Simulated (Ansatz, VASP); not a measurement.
Pd: VASP beside Ansatz

```
Pd
1.0
     0.00000    1.94490    1.97407
     1.94490    0.00000    1.97407
     1.94490    1.94490    0.00000
Pd
1
Direct
  0.00000 0.00000 0.00000
```

Change from the starting cell: strain +0.0150 x Voigt [0, 0, 1, 0, 0, 0], atoms carried along.

Alike in both runs: task single point; functional PBE; k mesh 20 × 20 × 20; occupations gaussian, width 0.15 eV; no spin polarisation.

|  | VASP | Ansatz |
| --- | --- | --- |
| version | VASP 6.6.1 | Ansatz 0.2.0 |
| potentials or method | VASP PAW PBE potentials, release 64 (Pd), cutoff 520 eV | scalar-relativistic, plane waves, PAW |
| valence electrons in the cell | 10 | 18 |

```tsv
	VASP	Ansatz	Ansatz less VASP
gap on the k mesh at the Fermi level (eV)	none	none	-
pressure (GPa)	4.4	4.7	+0.30
traceless stress, the component that is largest in VASP (GPa)	-0.57	-0.58	-0.008
```

A gap of «none» marks a metal or a gap that the smearing closes. With one functional, cell and mesh, what is left measures potentials, basis and numerics. VASP's potentials hold 10 valence electrons a cell and Ansatz's 18, so a difference there can come from the potentials and not from the codes.
